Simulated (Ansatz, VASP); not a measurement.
**One calculation of ZrB, two programs**

The input POSCAR:

```
ZrB
1.0
    0.0000000000      2.3250000000      2.3250000000
    2.3250000000      0.0000000000      2.3250000000
    2.3250000000      2.3250000000      0.0000000000
Zr B
1 1
Direct
    0.0000000000      0.0000000000      0.0000000000
    0.5000000000      0.5000000000      0.5000000000
```

File INCAR.step1:

```
SYSTEM = ZrB
ALGO = Normal ; EDIFF = 1E-4
ENCUT = 600 ; GGA = PE
ISMEAR = -1 ; LASPH = .True.
LCHARG = .False. ; LREAL = .False.
LWAVE = .True. ; NELM = 80
PREC = Accurate ; SIGMA = 0.05
```

Contents of INCAR.step2:

```
SYSTEM = ZrB
ALGO = Normal ; EDIFF = 1E-6
EDIFFG = -0.01 ; ENCUT = 600
IBRION = 2 ; ISIF = 3
ISMEAR = -1 ; ISTART = 1
LASPH = .True. ; LCHARG = .False.
LMIXTAU = .True. ; LREAL = .False.
LWAVE = .False. ; METAGGA = R2SCAN
NELM = 80 ; NSW = 60
PREC = Accurate ; SIGMA = 0.05
```

KPOINTS

```
k-points
0
Gamma
  10 10 10
  0 0 0
```

File input.yaml:

```yaml
crystal:
  lattice:
    - [0.0, 2.325, 2.325]
    - [2.325, 0.0, 2.325]
    - [2.325, 2.325, 0.0]
  atoms:
    - { symbol: Zr, position: [0.0, 0.0, 0.0] }
    - { symbol: B, position: [0.5, 0.5, 0.5] }
hamiltonian:
  xc: r2scan
  pseudopotentials: { kind: paw }
kpoints:
  mp_grid: { grid: [10, 10, 10] }
scf:
  occupations: { method: fermi_dirac, width: 0.05 }
output:
  forces: true
  stress: true
  eigenvalues: true
  write_density: true
  write_potential: true
  elf: true
  volumetric_format: npy
relax:
  f_tol: 0.01
  max_steps: 40
  cell: { stress_tol: 0.05 }
```

Alike in both runs: task relaxation of cell and atoms; functional r2SCAN; k mesh 10 × 10 × 10; occupations fermi-dirac, width 0.05 eV; no spin polarisation.

|  | VASP | Ansatz |
| --- | --- | --- |
| version | VASP 6.6.1 | Ansatz 0.2.0 |
| potentials or method | VASP PAW PBE potentials, release 64 (Zr_sv, B) | Ansatz PAW |
| plane-wave cutoff (eV) | 600 | 500 |
| valence electrons in the cell | 15 | 15 |

|  | VASP | Ansatz | Ansatz less VASP |
| --- | --- | --- | --- |
| gap on the k mesh at the Fermi level, each at its own relaxed structure (eV) | none | none | - |
| relaxed volume (Å³/atom) | 14.82 | 14.82 | -0.005 |
| relaxed length of the cell vector where the two differ most in proportion (Å) | 3.474 | 3.473 | -0.0004 |

VASP's potentials were made for PBE, not for r2SCAN. A gap of «none» marks a metal or a gap that the smearing closes.

Noted on VASP's run: the volume moved by over 15 % at a fixed basis, so the end points are rough. Noted on Ansatz's run: the volume moved by over 15 % at a fixed basis, so the end points are rough; the plane-wave basis is chosen anew once the cell has moved, so the energies of steps on either side of that aren't comparable.
